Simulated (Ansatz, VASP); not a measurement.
# Two plane-wave programs on PbSe

```xyz
2
Lattice="3.7843 0.0000 0.0000 0.0000 3.7843 0.0000 0.0000 0.0000 3.7843" Properties=species:S:1:pos:R:3 pbc="T T T"
Pb    0.0000    0.0000    0.0000
Se    1.8922    1.8922    1.8922
```

Alike in both runs: task relaxation of cell and atoms; functional revPBE; dispersion D3(BJ); k mesh 7 × 7 × 7; occupations fermi-dirac, width 0.05 eV; no spin polarisation.

|  | VASP | Ansatz |
| --- | --- | --- |
| version | VASP 6.6.1 | Ansatz 0.2.0 |
| potentials or method | VASP PAW PBE potentials, release 64 (Pb_d, Se) | Ansatz PAW |
| plane-wave cutoff (eV) | 600 | 420 |
| valence electrons in the cell | 20 | 30 |

```tsv
	VASP	Ansatz	Ansatz less VASP
gap on the k mesh at the Fermi level, each at its own relaxed structure (eV)	none	none	-
relaxed volume (Å³/atom)	25.44	25.43	-0.014
relaxed cell length with the largest relative difference (Å)	3.706	3.705	-0.0007
```

VASP's potentials were made for PBE, not for revPBE. A gap of «none» marks a metal or a gap that the smearing closes. VASP's potentials hold 20 valence electrons a cell and Ansatz's 30, so a difference there can come from the potentials and not from the codes.

Spin-orbit coupling is off throughout. Noted on Ansatz's run: the plane-wave basis is chosen anew once the cell has moved, so the energies of steps on either side of that aren't comparable.
